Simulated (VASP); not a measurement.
# CuO (C2/c) in VASP: settings compared

Aim: see how the results for CuO move with the level of theory and the settings. Levels: PBE+D3(BJ), r2SCAN+D4. Tasks: single point.

All numbers are computed with VASP 6.6.1; they aren't measurements. Logs are shortened: lines on timing, memory, paths and dates and some standing lists are left out, and cuts for length are marked.

## (1) The cell of the first run

It takes space group C2/c (No. 15, monoclinic). The conventional cell has a = 4.776 Å, b = 3.490 Å, c = 5.229 Å, α = 90.00°, β = 99.54°, γ = 90.00°. Cu (site symmetry -1) has 4 O at 1.99 to 2.00 Å within 2.6 Å. Within 2.7 Å of O (site symmetry 2) lie 4 Cu at 1.99 to 2.00 Å and 2 O at 2.68 Å.

## (2) Single point, PBE+D3(BJ)

INCAR reads:

```
SYSTEM = CuO
ALGO = Normal
EDIFF = 1E-7
ENCUT = 520
GGA = PE
ISIF = 2
ISMEAR = -1
IVDW = 12
LASPH = .TRUE.
LCHARG = .TRUE.
LELF = .TRUE.
LREAL = .FALSE.
LVHAR = .TRUE.
LWAVE = .FALSE.
NBANDS = 25
NELM = 100
PREC = Accurate
SIGMA = 0.05
```

KPOINTS reads:

```
k-points
0
G
  10 10 5
  0 0 0
```

POSCAR reads:

```
CuO
1.0
    2.3877802882     -1.7448634230      0.0000000000
    2.3877802882      1.7448634230      0.0000000000
   -0.8666988638      0.0000000000      5.1570684890
Cu O
2 2
Direct
    0.5000000000      0.0000000000      0.5000000000
    0.0000000000      0.5000000000      0.0000000000
    0.4184000000      0.5816000000      0.7500000000
    0.5816000000      0.4184000000      0.2500000000
```

Potentials or basis: VASP PAW PBE potentials, release 64 (Cu, O).

Command:

```
$ cat potpaw_PBE.64/Cu/POTCAR potpaw_PBE.64/O/POTCAR > POTCAR
$ mpirun -np 1 vasp_std > vasp.out
```

OUTCAR:

```text
SYSTEM = CuO
   EDIFF = 1E-7
   ENCUT = 520
   GGA = PE
   ISIF = 2
   ISMEAR = -1
   IVDW = 12
   LASPH = .TRUE.
   LREAL = .FALSE.
   NELM = 100
   PREC = Accurate
 IVDW          = 12

 ion  position               nearest neighbor table
   1  0.500  0.000  0.500-   3 1.99   4 1.99   4 2.00   3 2.00
   2  0.000  0.500  0.000-   4 1.99   3 1.99   4 2.00   3 2.00
   3  0.418  0.582  0.750-   2 1.99   1 1.99   2 2.00   1 2.00
   4  0.582  0.418  0.250-   1 1.99   2 1.99   2 2.00   1 2.00

  LATTYP: Found a base centered monoclinic cell.
 ALAT       =     4.7755605764
 B/A-ratio  =     0.7307470589
 C/A-ratio  =     1.0950317057
 COS(beta)  =    -0.1657361228

  Lattice vectors:

 A1 = (   2.3877802882,  -1.7448634230,   0.0000000000)
 A2 = (   2.3877802882,   1.7448634230,   0.0000000000)
 A3 = (  -0.8666988638,   0.0000000000,   5.1570684890)

Analysis of symmetry for initial positions (statically):
=====================================================================
 Subroutine PRICEL returns:
 Original cell was already a primitive cell.

 Routine SETGRP: Setting up the symmetry group for a
 base centered monoclinic supercell.

 Subroutine GETGRP returns: Found  4 space group operations
 (whereof  2 operations were pure point group operations)
 out of a pool of  4 trial point group operations.

The static configuration has the point symmetry S_2 .
 The point group associated with its full space group is C_2h.

Analysis of symmetry for dynamics (positions and initial velocities):
=====================================================================
 Subroutine PRICEL returns:
 Original cell was already a primitive cell.

 Routine SETGRP: Setting up the symmetry group for a
 base centered monoclinic supercell.

 Subroutine GETGRP returns: Found  4 space group operations
 (whereof  2 operations were pure point group operations)
 out of a pool of  4 trial point group operations.

The dynamic configuration has the point symmetry S_2 .
 The point group associated with its full space group is C_2h.

 Subroutine INISYM returns: Found  4 space group operations
 (whereof  2 operations are pure point group operations),
 and found     1 'primitive' translations

----------------------------------------------------------------------------------------

                                     Primitive cell

  volume of cell :      42.9723

  direct lattice vectors                    reciprocal lattice vectors
     2.387780288 -1.744863423  0.000000000     0.209399501 -0.286555379  0.035191759
     2.387780288  1.744863423  0.000000000     0.209399501  0.286555379  0.035191759
    -0.866698864  0.000000000  5.157068489     0.000000000  0.000000000  0.193908613

  length of vectors
     2.957370973  2.957370973  5.229390244     0.356651926  0.356651926  0.193908613

  position of ions in fractional coordinates (direct lattice)
     0.500000000  0.000000000  0.500000000
     0.000000000  0.500000000  0.000000000
     0.418400000  0.581600000  0.750000000
     0.581600000  0.418400000  0.250000000

  ion indices of the primitive-cell ions
   primitive index   ion index
                 1           1
                 2           2
                 3           3
                 4           4

----------------------------------------------------------------------------------------

 KPOINTS: k-points

Automatic generation of k-mesh.
 Grid dimensions read from file:
 generate k-points for:   10   10    5

 Generating k-lattice:

  Cartesian coordinates                     Fractional coordinates (reciprocal lattice)
     0.020939950 -0.028655538  0.003519176     0.100000000  0.000000000  0.000000000
     0.020939950  0.028655538  0.003519176     0.000000000  0.100000000  0.000000000
     0.000000000  0.000000000  0.038781723     0.000000000  0.000000000  0.200000000

  Length of vectors
     0.035665193  0.035665193  0.038781723

  Shift w.r.t. Gamma in fractional coordinates (k-lattice)
     0.000000000  0.000000000  0.000000000

 Subroutine IBZKPT returns following result:
 ===========================================

 Found    141 irreducible k-points:

 Following reciprocal coordinates:
            Coordinates               Weight
  0.000000  0.000000  0.000000      1.000000
  0.100000 -0.000000 -0.000000      4.000000
  0.200000 -0.000000 -0.000000      4.000000
  0.300000 -0.000000 -0.000000      4.000000
  0.400000  0.000000 -0.000000      4.000000
  0.500000 -0.000000 -0.000000      2.000000
[... 16 lines left out ...]
  0.300000  0.300000 -0.000000      2.000000
  0.400000  0.300000 -0.000000      4.000000
 [... further k-points ...]
   k-points           NKPTS =    141   k-points in BZ     NKDIM =    141   number of bands    NBANDS=     25
   number of dos      NEDOS =    301   number of ions     NIONS =      4
   total plane-waves  NPLWV =  23040
   dimension x,y,z NGX =    24 NGY =   24 NGZ =   40
   dimension x,y,z NGXF=    48 NGYF=   48 NGZF=   80
   ions per type =               2   2
   NGX,Y,Z   is equivalent  to a cutoff of  13.49, 13.49, 12.72 a.u.
   NGXF,Y,Z  is equivalent  to a cutoff of  26.98, 26.98, 25.43 a.u.
 SYSTEM =  CuO
   PREC   = accura    normal or accurate (medium, high low for compatibility)
   ISTART =      0    job   : 0-new  1-cont  2-samecut
   ICHARG =      2    charge: 1-file 2-atom 10-const
   ISPIN  =      1    spin polarized calculation?
   LNONCOLLINEAR =      F non collinear calculations
   LSORBIT =      F    spin-orbit coupling
   LASPH  =      T    aspherical Exc in radial PAW
   ENCUT  =  520.0 eV  38.22 Ry    6.18 a.u.   5.50  5.50  9.72*2*pi/ulx,y,z
   NELM   =    100;   NELMIN=  2; NELMDL= -5     # of ELM steps
   EDIFF  = 0.1E-06   stopping-criterion for ELM
   LREAL  =      F    real-space projection
   EDIFFG = 0.1E-05   stopping-criterion for IOM
   NSW    =      0    number of steps for IOM
   IBRION =     -1    ionic relax: 0-MD 1-quasi-New 2-CG
   NFREE  =      0    steps in history (QN), initial steepest desc. (CG)
   ISIF   =      2    stress and relaxation
   ISYM   =      2    0-nonsym 1-usesym 2-fastsym
   POTIM  = 0.5000    time-step for ionic-motion
   TEBEG  =    0.0;   TEEND  =   0.0 temperature during run
   PSTRESS=    0.0 pullay stress
   NELECT =      34.0000    total number of electrons
   NUPDOWN=      -1.0000    fix difference up-down
   EMIN   =  10.00;   EMAX   =-10.00  energy-range for DOS
   EFERMI =   0.00;   METHOD = LEGACY
   ISMEAR =    -1;   SIGMA  =   0.05  broadening in eV -4-tet -1-fermi 0-gaus
   EFERMI_NEDOS =   21; number of points for ismear=-14 and -15
   IALGO  =     38    algorithm
   IMIX   =      4    mixing-type and parameters
     AMIX     =   0.40;   BMIX     =  1.00
     AMIX_MAG =   1.60;   BMIX_MAG =  1.00
  volume/ion in A,a.u.               =      10.74        72.50
  Fermi-wavevector in a.u.,A,eV,Ry     =   1.514159  2.861346 31.193784  2.292678
  Thomas-Fermi vector in A             =   2.623854
   LORBIT       =      0    0 simple, 1 ext, 2 COOP (PROOUT), +10 PAW based schemes
   GGA     = PE    functional components
   LHFCALC =     F    Hartree Fock is set to
   AEXX    =    0.0000 exact exchange contribution
   IVDW    =    12    specifies the selected vdW correction
   LEPSILON=     F    determine dielectric tensor
   LRPA    =     F    only Hartree local field effects (RPA)
 non-spin polarized calculation
  energy-cutoff  :      520.00
  volume of cell :       42.97
 maximum number of plane-waves:      1175
 NGX is ok and might be reduce to    24
   NGX = 11   NGY = 11   NGZ = 19

 number of electron      34.0000007 magnetization

 Free energy of the ion-electron system (eV)
  ---------------------------------------------------
  ext. energy  EPLUGINS =         0.00000000
  ---------------------------------------------------
  free energy    TOTEN  =       -19.55373425 eV

  energy without entropy =      -19.53361230  energy(sigma->0) =      -19.54367327

 E-fermi :   4.9419     XC(G=0): -11.5852

 val. band max:        4.9342404751   @ k =   0.5000   0.1000   0.2000
 cond. band min:       4.9454365864   @ k =   0.5000  -0.0000  -0.0000
 fundamental gap:      0.0111961113
 Fermi energy:         4.9419358588

 k-point     1 :       0.0000    0.0000    0.0000
  band No.  band energies     occupation
      1     -14.4527      2.00000
      2     -13.2804      2.00000
      3      -2.6324      2.00000
      4      -0.1924      2.00000
      5       0.1866      2.00000
      6       1.9065      2.00000
[... 17 lines left out ...]
     24      21.0933      0.00000
     25      21.3911      0.00000

 k-point     2 :       0.1000   -0.0000   -0.0000
  band No.  band energies     occupation
      1     -14.3930      2.00000
      2     -13.2606      2.00000
      3      -2.5283      2.00000
      4      -0.2064      2.00000
      5       0.1614      2.00000
      6       1.1958      2.00000
[... 17 lines left out ...]
     24      20.4939      0.00000
     25      21.4259      0.00000

 k-point     3 :       0.2000   -0.0000   -0.0000
  band No.  band energies     occupation
      1     -14.2312      2.00000
      2     -13.2079      2.00000
      3      -2.2494      2.00000
      4      -0.2577      2.00000
      5       0.0348      2.00000
      6       0.2426      2.00000
[... 17 lines left out ...]
     24      19.6964      0.00000
     25      20.9584      0.00000

 k-point     4 :       0.3000   -0.0000   -0.0000
  band No.  band energies     occupation
      1     -14.0192      2.00000
      2     -13.1417      2.00000
      3      -1.8966      2.00000
      4      -0.8401      2.00000
      5      -0.3198      2.00000
      6       0.1561      2.00000
[... 17 lines left out ...]
     24      18.5855      0.00000
     25      20.5758      0.00000

 k-point     5 :       0.4000    0.0000   -0.0000
  band No.  band energies     occupation
      1     -13.8361      2.00000
      2     -13.0881      2.00000
      3      -1.6291      2.00000
      4      -1.4888      2.00000
      5      -0.3386      2.00000
      6       0.1703      2.00000
[... 17 lines left out ...]
     24      17.6386      0.00000
     25      20.2573      0.00000

 k-point     6 :       0.5000   -0.0000   -0.0000
  band No.  band energies     occupation
      1     -13.7629      2.00000
      2     -13.0676      2.00000
      3      -1.7555      2.00000
      4      -1.4975      2.00000
      5      -0.3300      2.00000
      6       0.1799      2.00000
[... 17 lines left out ...]
     24      17.2344      0.00000
     25      20.1260      0.00000
[... 393 lines left out ...]
 k-point    21 :      -0.3000    0.2000    0.0000
  band No.  band energies     occupation
      1     -13.7800      2.00000
      2     -13.0661      2.00000
      3      -1.4866      2.00000
      4      -0.9363      2.00000
      5      -0.3800      2.00000
      6      -0.0400      2.00000
[... 17 lines left out ...]
     24      17.7706      0.00000
     25      18.2545      0.00000

 k-point    22 :      -0.2000    0.2000    0.0000
  band No.  band energies     occupation
      1     -13.9704      2.00000
      2     -13.1187      2.00000
      3      -1.8030      2.00000
      4      -0.3889      2.00000
      5      -0.3533      2.00000
      6      -0.0308      2.00000
[... 17 lines left out ...]
     24      18.3851      0.00000
     25      18.4936      0.00000

 k-point    23 :       0.3000    0.3000   -0.0000
  band No.  band energies     occupation
      1     -13.7538      2.00000
      2     -13.0906      2.00000
      3      -1.3657      2.00000
      4      -0.9296      2.00000
      5       0.0290      2.00000
      6       0.0716      2.00000
[... 17 lines left out ...]
     24      19.0983      0.00000
     25      19.5485      0.00000

 k-point    24 :       0.4000    0.3000   -0.0000
  band No.  band energies     occupation
      1     -13.5908      2.00000
      2     -13.0466      2.00000
      3      -1.3807      2.00000
      4      -1.0905      2.00000
      5      -0.1448      2.00000
      6       0.0066      2.00000
[... 17 lines left out ...]
     24      17.9054      0.00000
     25      19.0615      0.00000

 [... further k-points ...]

------------------------ aborting loop because EDIFF is reached ----------------------------------------

 Edisp (eV)   -1.06544

 E8    (eV) :    -0.4085

  FORCE on cell =-STRESS in cart. coord.  units (eV):
  Direction    XX          YY          ZZ          XY          YZ          ZX
  --------------------------------------------------------------------------------------
  -------------------------------------------------------------------------------------
  Total      -2.15073    -1.17776    -2.60772     0.00000     0.00000     0.01441
  in kB     -80.18787   -43.91137   -97.22594     0.00000     0.00000     0.53743
  external pressure =      -73.78 kB  Pullay stress =        0.00 kB

 VOLUME and BASIS-vectors are now :
 -----------------------------------------------------------------------------
  energy-cutoff  :      520.00
  volume of cell :       42.97
      direct lattice vectors                 reciprocal lattice vectors
     2.387780288 -1.744863423  0.000000000     0.209399501 -0.286555379  0.035191759
     2.387780288  1.744863423  0.000000000     0.209399501  0.286555379  0.035191759
    -0.866698864  0.000000000  5.157068489     0.000000000  0.000000000  0.193908613

 POSITION                                       TOTAL-FORCE (eV/Angst)
 -----------------------------------------------------------------------------------
      0.76054     -0.87243      2.57853        -0.000000     -0.000000     -0.000000
      1.19389      0.87243      0.00000        -0.000000     -0.000000     -0.000000
      1.73776      0.28476      3.86780         0.000000     -0.390080      0.000000
      2.17111     -0.28476      1.28927         0.000000      0.390080     -0.000000
 -----------------------------------------------------------------------------------
    total drift:                                0.000000      0.000000     -0.000000

  FREE ENERGIE OF THE ION-ELECTRON SYSTEM (eV)
  ---------------------------------------------------
  free  energy   TOTEN  =       -20.6191692901 eV

  energy  without entropy=      -20.5990473428  energy(sigma->0) =      -20.60910832
```

Run time: 3.5 min. Hardware: 1 thread of Intel Xeon 8259CL, shared host; peak memory 0.27 GiB.

What came out:

```yaml
Free_energy: -20.6192 eV
Pressure: -7.4 GPa
Largest_force: 0.390 eV/Å
Band_gap_on_the_k_mesh: zero (bands 17 and 18 overlap by 0.60 eV)
Dispersion_energy_per_atom: -0.266 eV
```

Forces on the atoms (eV/Å):
```
Cu   0.000  0.000  0.000
Cu   0.000  0.000  0.000
O    0.000 -0.390  0.000
O    0.000  0.390  0.000
```

Stress tensor (GPa, compression positive):
```
-8.02  0.00  0.05
 0.00 -4.39  0.00
 0.05  0.00 -9.72
```

Levels at points of the mesh, in eV from the Fermi level:
```tsv
k point	band 14	band 15	band 16	band 17	band 18	band 19	band 20	band 21
(0.00, 0.00, 0.00)	-2.06	-2.00	-1.55	0.21	0.89	1.54	6.00	7.83
(0.50, 0.00, 0.00)	-1.48	-1.38	-1.32	0.00	0.26	4.90	6.09	6.71
(0.50, 0.50, 0.00)	-1.97	-1.62	-1.14	-0.61	1.01	3.52	6.89	8.44
```

Caveat: the cell stands under tension; semilocal functionals often make such compounds metallic where correlation or magnetic order opens a gap, which also shifts bond lengths. With open d or f shells a metallic result of PBE can be an artefact of self-interaction; +U or a hybrid may open a gap.

[end of part 1 of 2]
